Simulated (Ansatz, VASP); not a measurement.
Ta: VASP beside Ansatz

```
Ta
1.0
     0.00000    2.11134    2.11134
     2.11134    0.00000    2.11134
     2.11134    2.11134    0.00000
Ta
1
Direct
  0.00000 0.00000 0.00000
```

Alike in both runs: task relaxation of cell and atoms; functional PBE; k mesh 17 × 17 × 17; occupations fermi-dirac, width 0.05 eV; no spin polarisation.

|  | VASP | Ansatz |
| --- | --- | --- |
| version | VASP 6.6.1 | Ansatz 0.2.0 |
| potentials or method | VASP PAW PBE potentials, release 64 (Ta_pv), cutoff 600 eV | all-electron LAPW, scalar-relativistic |

```tsv
	VASP	Ansatz	Ansatz less VASP
relaxed volume (Å³/atom)	18.82	18.82	0.000
relaxed cell length with the largest relative difference (Å)	2.986	2.986	0.0000
```

Ansatz ran all-electron here, and VASP with PAW potentials.

Neither program's run includes spin-orbit coupling. Noted on VASP's run: the relaxation stopped at its first step, so nothing moved.
